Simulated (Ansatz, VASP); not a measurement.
Cu in VASP and in Ansatz

```xyz
4
Lattice="2.5308 0.0000 0.0000 -1.2654 2.1917 0.0000 0.0000 0.0000 8.2618" Properties=species:S:1:pos:R:3 pbc="T T T"
Cu    1.2654    0.7306    6.1964
Cu    0.0000    0.0000    4.1309
Cu    0.0000    1.4611    2.0655
Cu    0.0000    0.0000    0.0000
```

Alike in both runs: task single point; functional PBE; k mesh 12 × 12 × 4; occupations fermi-dirac, width 0.05 eV; no spin polarisation.

|  | VASP | Ansatz |
| --- | --- | --- |
| version | VASP 6.6.1 | Ansatz 0.2.0 |
| potentials or method | VASP PAW PBE potentials, release 64 (Cu_sv_GW) | Ansatz PAW |
| plane-wave cutoff (eV) | 700 | 420 |
| valence electrons in the cell | 76 | 76 |

VASP gave:

| Quantity | Value |
| --- | --- |
| gap on the k mesh at the Fermi level (eV) | none |
| pressure (GPa) | 1.7 |
| traceless stress, the component that is largest in VASP (GPa) | -0.32 |

Question: What did Ansatz give for the same quantities?

Answer: gap on the k mesh at the Fermi level (eV): none; pressure (GPa): 6.9; traceless stress, the component that is largest in VASP (GPa): -0.32.

A gap of «none» marks a metal or a gap that the smearing closes. One of these differences is far larger than is usual between the two programs; its cause wasn't traced.
